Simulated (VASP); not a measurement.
# Al (Cmcm) in VASP: relaxation of cell and atoms with PBE

Aim: the relaxation of cell and atoms of Al with PBE.

Everything below comes from runs of VASP 6.6.1. Logs are shortened: lines on timing, memory, paths and dates and some standing lists are left out, and cuts for length are marked.

## Step 1: The cell of the first run

It takes space group Cmcm (No. 63, orthorhombic). The conventional cell has a = 2.820 Å, b = 5.070 Å, c = 4.658 Å, α = 90.00°, β = 90.00°, γ = 90.00°. Within 3.7 Å of Al (site symmetry m2m) lie 12 Al at 2.82 to 2.90 Å.

## Step 2: Relaxation of cell and atoms, PBE

The input, INCAR:

```
ALGO = Fast
EDIFF = 1E-6
EDIFFG = -0.01
ENCUT = 600
GGA = PE
IBRION = 2
ISIF = 3
ISMEAR = 0
LASPH = True
LCHARG = False
LREAL = False
LWAVE = False
NELM = 100
NSW = 100
PREC = Accurate
SIGMA = 0.1
```

The input, KPOINTS:

```
k-points
0
Gamma
  22 22 12
```

The input, POSCAR:

```
Al
1.0
    1.4098501795     -2.5348578278      0.0000000000
    1.4098501795      2.5348578278      0.0000000000
    0.0000000000      0.0000000000      4.6579198337
Al
2
Direct
    0.6655690768      0.3344309232      0.7500000000
    0.3344309232      0.6655690768      0.2500000000
```

Potentials or basis: VASP PAW PBE potentials, release 64 (Al).

Run with:

```console
> cat potpaw_PBE.64/Al/POTCAR > POTCAR
> mpirun -np 1 vasp_std > vasp.out
```

OUTCAR:

```text
EDIFF = 1E-6
   EDIFFG = -0.01
   ENCUT = 600
   GGA = PE
   IBRION = 2
   ISIF = 3
   ISMEAR = 0
   LASPH = True
   LREAL = False
   NELM = 100
   NSW = 100
   PREC = Accurate

 ion  position               nearest neighbor table
   1  0.666  0.334  0.750-   2 2.85   2 2.85   2 2.85   2 2.85   2 2.87   2 2.87
   2  0.334  0.666  0.250-   1 2.85   1 2.85   1 2.85   1 2.85   1 2.87   1 2.87

  LATTYP: Found a base centered orthorhombic cell.
 ALAT       =     2.8197003590
 B/A-ratio  =     1.7979625528
 C/A-ratio  =     1.6519201478

  Lattice vectors:

 A1 = (   1.4098501795,  -2.5348578278,   0.0000000000)
 A2 = (   1.4098501795,   2.5348578278,   0.0000000000)
 A3 = (   0.0000000000,   0.0000000000,   4.6579198337)

Analysis of symmetry for initial positions (statically):
=====================================================================
 Subroutine PRICEL returns:
 Original cell was already a primitive cell.

 Routine SETGRP: Setting up the symmetry group for a
 base centered orthorhombic supercell.

 Subroutine GETGRP returns: Found  8 space group operations
 (whereof  4 operations were pure point group operations)
 out of a pool of  8 trial point group operations.

The static configuration has the point symmetry C_2h.
 The point group associated with its full space group is D_2h.

Analysis of symmetry for dynamics (positions and initial velocities):
=====================================================================
 Subroutine PRICEL returns:
 Original cell was already a primitive cell.

 Routine SETGRP: Setting up the symmetry group for a
 base centered orthorhombic supercell.

 Subroutine GETGRP returns: Found  8 space group operations
 (whereof  4 operations were pure point group operations)
 out of a pool of  8 trial point group operations.

The dynamic configuration has the point symmetry C_2h.
 The point group associated with its full space group is D_2h.

 Subroutine INISYM returns: Found  8 space group operations
 (whereof  4 operations are pure point group operations),
 and found     1 'primitive' translations

----------------------------------------------------------------------------------------

                                     Primitive cell

  volume of cell :      33.2927

  direct lattice vectors                    reciprocal lattice vectors
     1.409850180 -2.534857828  0.000000000     0.354647612 -0.197249721  0.000000000
     1.409850180  2.534857828  0.000000000     0.354647612  0.197249721  0.000000000
     0.000000000  0.000000000  4.657919834     0.000000000  0.000000000  0.214688109

  length of vectors
     2.900548523  2.900548523  4.657919834     0.405810771  0.405810771  0.214688109

  position of ions in fractional coordinates (direct lattice)
     0.665569077  0.334430923  0.750000000
     0.334430923  0.665569077  0.250000000

  ion indices of the primitive-cell ions
   primitive index   ion index
                 1           1
                 2           2

----------------------------------------------------------------------------------------

 KPOINTS: k-points

Automatic generation of k-mesh.
 Grid dimensions read from file:
 generate k-points for:   22   22   12

 Generating k-lattice:

  Cartesian coordinates                     Fractional coordinates (reciprocal lattice)
     0.016120346 -0.008965896  0.000000000     0.045454545 -0.000000000  0.000000000
     0.016120346  0.008965896  0.000000000    -0.000000000  0.045454545  0.000000000
     0.000000000  0.000000000  0.017890676     0.000000000  0.000000000  0.083333333

  Length of vectors
     0.018445944  0.018445944  0.017890676

  Shift w.r.t. Gamma in fractional coordinates (k-lattice)
     0.000000000  0.000000000  0.000000000

 Subroutine IBZKPT returns following result:
 ===========================================

 Found    931 irreducible k-points:

 Following reciprocal coordinates:
            Coordinates               Weight
  0.000000  0.000000  0.000000      1.000000
  0.045455  0.000000  0.000000      4.000000
  0.090909  0.000000  0.000000      4.000000
  0.136364  0.000000  0.000000      4.000000
  0.181818  0.000000  0.000000      4.000000
  0.227273  0.000000  0.000000      4.000000
[... 16 lines left out ...]
  0.500000  0.045455  0.000000      4.000000
 -0.454545  0.045455  0.000000      4.000000
 [... further k-points ...]
   k-points           NKPTS =    931   k-points in BZ     NKDIM =    931   number of bands    NBANDS=      7
   number of dos      NEDOS =    301   number of ions     NIONS =      2
   total plane-waves  NPLWV =  23040
   dimension x,y,z NGX =    24 NGY =   24 NGZ =   40
   dimension x,y,z NGXF=    48 NGYF=   48 NGZF=   80
   ions per type =               2
   NGX,Y,Z   is equivalent  to a cutoff of  13.76, 13.76, 14.28 a.u.
   NGXF,Y,Z  is equivalent  to a cutoff of  27.51, 27.51, 28.55 a.u.
 SYSTEM =  unknown system
   PREC   = accura    normal or accurate (medium, high low for compatibility)
   ISTART =      0    job   : 0-new  1-cont  2-samecut
   ICHARG =      2    charge: 1-file 2-atom 10-const
   ISPIN  =      1    spin polarized calculation?
   LNONCOLLINEAR =      F non collinear calculations
   LSORBIT =      F    spin-orbit coupling
   LASPH  =      T    aspherical Exc in radial PAW
   ENCUT  =  600.0 eV  44.10 Ry    6.64 a.u.   5.79  5.79  9.30*2*pi/ulx,y,z
   NELM   =    100;   NELMIN=  2; NELMDL= -5     # of ELM steps
   EDIFF  = 0.1E-05   stopping-criterion for ELM
   LREAL  =      F    real-space projection
   EDIFFG = -.1E-01   stopping-criterion for IOM
   NSW    =    100    number of steps for IOM
   IBRION =      2    ionic relax: 0-MD 1-quasi-New 2-CG
   NFREE  =      1    steps in history (QN), initial steepest desc. (CG)
   ISIF   =      3    stress and relaxation
   ISYM   =      2    0-nonsym 1-usesym 2-fastsym
   POTIM  = 0.5000    time-step for ionic-motion
   TEBEG  =    0.0;   TEEND  =   0.0 temperature during run
   PSTRESS=    0.0 pullay stress
   NELECT =       6.0000    total number of electrons
   NUPDOWN=      -1.0000    fix difference up-down
   EMIN   =  10.00;   EMAX   =-10.00  energy-range for DOS
   EFERMI =   0.00;   METHOD = LEGACY
   ISMEAR =     0;   SIGMA  =   0.10  broadening in eV -4-tet -1-fermi 0-gaus
   EFERMI_NEDOS =   21; number of points for ismear=-14 and -15
   IALGO  =     68    algorithm
   IMIX   =      4    mixing-type and parameters
     AMIX     =   0.40;   BMIX     =  1.00
     AMIX_MAG =   1.60;   BMIX_MAG =  1.00
  volume/ion in A,a.u.               =      16.65       112.33
  Fermi-wavevector in a.u.,A,eV,Ry     =   0.924717  1.747463 11.634374  0.855102
  Thomas-Fermi vector in A             =   2.050494
   LORBIT       =      0    0 simple, 1 ext, 2 COOP (PROOUT), +10 PAW based schemes
   GGA     = PE    functional components
   LHFCALC =     F    Hartree Fock is set to
   AEXX    =    0.0000 exact exchange contribution
   IVDW    =     0    specifies the selected vdW correction
   LEPSILON=     F    determine dielectric tensor
   LRPA    =     F    only Hartree local field effects (RPA)
 conjugate gradient relaxation of ions
 non-spin polarized calculation
 RMM-DIIS sequential band-by-band and
 Gauss-broadening in eV      SIGMA  =   0.10
  energy-cutoff  :      600.00
  volume of cell :       33.29
 maximum number of plane-waves:      1134
   NGX = 11   NGY = 11   NGZ = 19

--------------------------------------- Ionic step        1  -------------------------------------------

 number of electron       6.0000000 magnetization

 Free energy of the ion-electron system (eV)
  ---------------------------------------------------
  ext. energy  EPLUGINS =         0.00000000
  ---------------------------------------------------
  free energy    TOTEN  =        -7.42504435 eV

  energy without entropy =       -7.42110523  energy(sigma->0) =       -7.42307479

------------------------ aborting loop because EDIFF is reached ----------------------------------------

  FORCE on cell =-STRESS in cart. coord.  units (eV):
  Direction    XX          YY          ZZ          XY          YZ          ZX
  --------------------------------------------------------------------------------------
  -------------------------------------------------------------------------------------
  Total        0.0961842     -0.2970851      0.2162095      0.0000000     -0.0000000      0.0000000
  in kB        4.6287703    -14.2969314     10.4048729      0.0000000     -0.0000000      0.0000000
  external PRESSURE =       0.2455706 kB  Pullay stress =       0.0000000 kB

 VOLUME and BASIS-vectors are now :
 -----------------------------------------------------------------------------
  energy-cutoff  :      600.00
  volume of cell :       33.29
      direct lattice vectors                 reciprocal lattice vectors
     1.409850180 -2.534857828  0.000000000     0.354647612 -0.197249721  0.000000000
     1.409850180  2.534857828  0.000000000     0.354647612  0.197249721  0.000000000
     0.000000000  0.000000000  4.657919834     0.000000000  0.000000000  0.214688109
[... 253 lines left out ...]
 POSITION                                       TOTAL-FORCE (eV/Angst)
 -----------------------------------------------------------------------------------
      1.42417     -0.81878      3.54539         0.000000     -0.007746      0.000000
      1.42417      0.81878      1.18180         0.000000      0.007746      0.000000
 -----------------------------------------------------------------------------------
    total drift:                                0.000000      0.000000      0.000000

  FREE ENERGIE OF THE ION-ELECTRON SYSTEM (eV)
  ---------------------------------------------------
  free  energy   TOTEN  =        -7.4304689337 eV

  energy  without entropy=       -7.4266630781  energy(sigma->0) =       -7.42856601

--------------------------------------- Ionic step        9  -------------------------------------------

 number of electron       6.0000000 magnetization

 Free energy of the ion-electron system (eV)
  ---------------------------------------------------
  ext. energy  EPLUGINS =         0.00000000
  ---------------------------------------------------
  free energy    TOTEN  =        -7.43048391 eV

  energy without entropy =       -7.42667359  energy(sigma->0) =       -7.42857875

 E-fermi :   7.8988     XC(G=0): -10.1664

 val. band max:        7.8969315804   @ k =   0.3636   0.3636   0.5000
 cond. band min:       7.9008804829   @ k =   0.3636   0.2727   0.5000
 fundamental gap:      0.0039489025
 Fermi energy:         7.8987824266

 k-point     1 :       0.0000    0.0000    0.0000
  band No.  band energies     occupation
      1      -3.1678      2.00000
      2       3.2739      2.00000
      3       3.3486      2.00000
      4      18.6536      0.00000
      5      18.6554      0.00000
      6      19.0318      0.00000
      7      19.0417      0.00000

 k-point     2 :       0.0455    0.0000    0.0000
  band No.  band energies     occupation
      1      -3.1176      2.00000
      2       3.3205      2.00000
      3       3.3978      2.00000
      4      17.4399      0.00000
      5      17.9216      0.00000
      6      18.9525      0.00000
      7      19.8573      0.00000
[... 201 lines left out ...]
 k-point    23 :       0.5000    0.0455    0.0000
  band No.  band energies     occupation
      1       2.2810      2.00000
      2       3.3454      2.00000
      3       8.3198      0.00000
      4       8.6588      0.00000
      5       9.6858      0.00000
      6       9.8170      0.00000
      7      12.8670      0.00000

 k-point    24 :      -0.4545    0.0455    0.0000
  band No.  band energies     occupation
      1       1.3206      2.00000
      2       4.4596      2.00000
      3       7.4864      2.00000
      4       7.8290      1.67605
      5      10.7044      0.00000
      6      10.8015      0.00000
      7      12.9828      0.00000

 [... further k-points ...]
[... 5 lines left out ...]
  --------------------------------------------------------------------------------------
  -------------------------------------------------------------------------------------
  Total       -0.0136894     -0.0088575     -0.0006412      0.0000000     -0.0000000      0.0000000
  in kB       -0.6588223     -0.4262802     -0.0308597      0.0000000     -0.0000000      0.0000000
  external PRESSURE =      -0.3719874 kB  Pullay stress =       0.0000000 kB

 VOLUME and BASIS-vectors are now :
 -----------------------------------------------------------------------------
  energy-cutoff  :      600.00
  volume of cell :       33.29
      direct lattice vectors                 reciprocal lattice vectors
     1.425753317 -2.469004831  0.000000000     0.350691802 -0.202510742 -0.000000000
     1.425753317  2.469004831 -0.000000000     0.350691802  0.202510742  0.000000000
     0.000000000 -0.000000000  4.728588584     0.000000000  0.000000000  0.211479595

 POSITION                                       TOTAL-FORCE (eV/Angst)
 -----------------------------------------------------------------------------------
      1.42575     -0.81956      3.54644         0.000000     -0.006528      0.000000
      1.42575      0.81956      1.18215         0.000000      0.006528     -0.000000
 -----------------------------------------------------------------------------------
    total drift:                                0.000000      0.000000     -0.000000

  FREE ENERGIE OF THE ION-ELECTRON SYSTEM (eV)
  ---------------------------------------------------
  free  energy   TOTEN  =        -7.4304839130 eV

  energy  without entropy=       -7.4266735856  energy(sigma->0) =       -7.42857875

 reached required accuracy - stopping structural energy minimisation
```

It took 5.5 min on 1 thread of Intel Xeon 6975P-C (Granite Rapids), shared host; peak memory 0.36 GiB.

Results:

```
Free energy                  : -7.4305 eV
Energy gained by relaxing    : 2.7 meV/atom
Ionic steps                  : 9
Pressure after relaxing      : 0.0 GPa
Largest force after relaxing : 0.007 eV/Å
Band gap on the k mesh       : zero (bands 3 and 4 overlap by 7.25 eV)
```

Forces in eV/Å, atoms in the order of the input:
```
Al   0.000 -0.007  0.000
Al   0.000  0.007  0.000
```

The path:
| step | energy change (eV) | largest force (eV/Å) | pressure (GPa) | volume (Å³) |
| --- | --- | --- | --- | --- |
| 1 | 0.0000 | 0.0034 | 0.02 | 33.29 |
| 2 | -0.0027 | 0.0069 | -0.04 | 33.30 |
| 3 | -0.0051 | 0.0085 | -0.09 | 33.32 |
| 4 | 0.0023 | 0.0081 | 0.12 | 33.31 |
| 5 | -0.0052 | 0.0087 | -0.08 | 33.32 |
| 6 | -0.0052 | 0.0087 | -0.09 | 33.32 |
| 7 | -0.0054 | 0.0079 | 0.04 | 33.26 |
| 8 | -0.0054 | 0.0077 | 0.08 | 33.24 |
| 9 | -0.0054 | 0.0065 | -0.04 | 33.29 |

Final structure:
```xyz
2
Lattice="1.4258 -2.4690 0.0000 1.4258 2.4690 0.0000 0.0000 0.0000 4.7286" Properties=species:S:1:pos:R:3 pbc="T T T"
Al    1.4258   -0.8196    3.5464
Al    1.4258    0.8196    1.1821
```
